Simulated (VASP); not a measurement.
La:

```
La
1.0
     3.79631    0.00000    0.00000
    -1.89816    3.28770    0.00000
     0.00000    0.00000   12.04126
La
4
Direct
  0.00000 0.00000 0.00000
  0.00000 0.00000 0.50000
  0.33333 0.66667 0.25000
  0.66667 0.33333 0.75000
```

```yaml
Program: VASP 6.6.1
Task: relaxation of cell and atoms
Functional: PBEsol
Potentials_or_basis: VASP PAW PBE potentials, release 64 (La)
Cutoff: 580 eV
k_mesh: 12 × 12 × 4
Occupations: gaussian, width 0.1 eV
Spin: no spin polarisation
```

At the start: pressure -2.4 GPa; volume 37.57 Å³/atom.

Task: How do energy, volume and symmetry change on relaxing?

Result: Over 11 steps the energy falls by 27.8 meV/atom and the volume is 34.09 Å³/atom (-9.3 %); space group P6_3/mmc (No. 194, to 0.1 Å) before and after.

Step by step:
```csv
step,energy change (eV),largest force (eV/Å),pressure (GPa),volume (Å³)
1,0.0000,0.0000,-2.36,150.29
2,-0.1076,0.0000,-0.44,138.58
3,-0.1109,0.0000,0.00,136.33
4,-0.1109,0.0000,0.04,136.06
5,-0.1112,0.0000,0.05,136.11
6,-0.1112,0.0000,0.04,136.12
7,-0.1112,0.0000,0.04,136.15
8,-0.1112,0.0000,0.04,136.13
9,-0.1112,0.0000,0.04,136.14
10,-0.1112,0.0000,0.04,136.13
11,-0.1112,0.0000,0.00,136.34
```

Final structure:
```cif
data_structure
_symmetry_space_group_name_H-M 'P 1'
_symmetry_Int_Tables_number 1
_cell_length_a 3.6581
_cell_length_b 3.6581
_cell_length_c 11.7646
_cell_angle_alpha 90.000
_cell_angle_beta 90.000
_cell_angle_gamma 120.000
_cell_volume 136.34
loop_
_atom_site_label
_atom_site_type_symbol
_atom_site_fract_x
_atom_site_fract_y
_atom_site_fract_z
_atom_site_occupancy
La1 La 0.00000 0.00000 0.00000 1
La2 La 0.00000 0.00000 0.50000 1
La3 La 0.33333 0.66667 0.25000 1
La4 La 0.66667 0.33333 0.75000 1
```

Caveat: the PAW data sets were made with another functional, which shifts forces and pressure a little.
